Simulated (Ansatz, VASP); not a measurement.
Ru: VASP beside Ansatz

```
CELL_PARAMETERS angstrom
2.69011 0.00000 0.00000
-1.34505 2.32970 0.00000
0.00000 0.00000 18.12490
ATOMIC_POSITIONS crystal
Ru 0.83333 0.16667 0.44595
Ru 0.16667 0.83333 0.55405
```

Alike in both runs: functional PBEsol; k mesh 15 × 15 × 1; occupations fermi-dirac, width 0.05 eV; no spin polarisation.

Ansatz relaxed the structure, and its values are those at the end. VASP's run is a single point on that final structure, the one shown.

|  | VASP | Ansatz |
| --- | --- | --- |
| version | VASP 6.6.1 | Ansatz 0.2.0 |
| potentials or method | VASP PAW PBE potentials, release 64 (Ru_pv) | PAW with Ansatz's default frozen-core files, scalar-relativistic |
| plane-wave cutoff (eV) | 520 | 420 |
| valence electrons in the cell | 28 | 32 |

|  | VASP | Ansatz | Ansatz less VASP |
| --- | --- | --- | --- |
| rms of the force components (eV/Å) | 0.028 | 0.003 | -0.0252 |

VASP's potentials were made for PBE, not for PBEsol. VASP's potentials hold 28 valence electrons a cell and Ansatz's 32, so a difference there can come from the potentials and not from the codes. Ansatz's warnings: stress scf threshold loose, xc potential rough in thin density.
